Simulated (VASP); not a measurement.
Crystal: NaCl.

```
CELL_PARAMETERS angstrom
0.00000 2.84709 2.84709
2.84709 0.00000 2.84709
2.84709 2.84709 0.00000
ATOMIC_POSITIONS crystal
Na 0.00000 0.00000 0.00000
Cl 0.50000 0.50000 0.50000
```

* Program: VASP 6.6.1
* Task: relaxation of cell and atoms
* Functional: LDA
* Potentials or basis: VASP PAW LDA potentials, release 64 (Na_pv, Cl)
* Cutoff: 600 eV
* k mesh: 8 × 8 × 8
* Occupations: fermi-dirac, width 0.02 eV
* Spin: no spin polarisation

At the start: pressure -2.9 GPa; volume 23.08 Å³/atom.

Where does the relaxation end?

Over 4 steps the energy falls by 27.6 meV/atom and the volume is 20.40 Å³/atom (-11.6 %); space group Fm-3m (No. 225, to 0.05 Å).

Step by step:
```csv
step,energy change (eV),largest force (eV/Å),pressure (GPa),volume (Å³)
1,0.0000,0.0000,-2.95,46.16
2,-0.0410,0.0000,-1.69,43.38
3,-0.0551,0.0000,-0.21,41.09
4,-0.0553,0.0000,0.01,40.79
```

Final structure:
```xyz
2
Lattice="0.0000 2.7322 2.7322 2.7322 0.0000 2.7322 2.7322 2.7322 0.0000" Properties=species:S:1:pos:R:3 pbc="T T T"
Na    2.7322    0.0000    2.7322
Cl    2.7322    2.7322    2.7322
```

Caveat: the volume moved by -12 % from the deposited cell, more than functionals usually miss.
